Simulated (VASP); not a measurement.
Here is a VASP 6.6.1 calculation.

INCAR

```
SYSTEM = LiHF2
PREC = Accurate
ENCUT = 520
EDIFF = 1E-8
ISMEAR = -1
SIGMA = 0.03
LREAL = .FALSE.
LASPH = .TRUE.
NELM = 80
ALGO = Normal
ISIF = 2
LWAVE = .FALSE.
LCHARG = .FALSE.
GGA = CA
LEFG = .TRUE.
NBANDS = 17
```

File KPOINTS:

```
regular mesh
0
G
  8 8 8
  0 0 0
```

POSCAR

```
LiHF2
1.0
    1.4669835874      0.8469633691      4.3666887241
   -1.4669835874      0.8469633691      4.3666887241
    0.0000000000     -1.6939267382      4.3666887241
Li H F
1 1 2
Direct
    0.0000000000      0.0000000000      0.0000000000
    0.5000000000      0.5000000000      0.5000000000
    0.4133018800      0.4133018800      0.4133018800
    0.5866981200      0.5866981200      0.5866981200
```

Potentials or basis: VASP PAW LDA potentials, release 64 (Li_sv, H, F).

Run with:

```sh
$ cat potpaw_LDA.64/Li_sv/POTCAR potpaw_LDA.64/H/POTCAR potpaw_LDA.64/F/POTCAR > POTCAR
$ mpirun -np 1 vasp_std > vasp.out
```

Q: Estimate the largest force.

A: 0.285 eV/Å.

Q: What does it give for the band gap on the k mesh?

A: 8.05 eV (least direct gap 8.25 eV).

Forces in eV/Å, atoms in the order of the input:
```
Li   0.000  0.000  0.000
H    0.000  0.000  0.000
F    0.000  0.000 -0.285
F    0.000  0.000  0.285
```

Caveat: without QUAD_EFG the Cq values of the log hold for a quadrupole moment of 1 mb, not for the nuclei. A k mesh can miss the band edges.
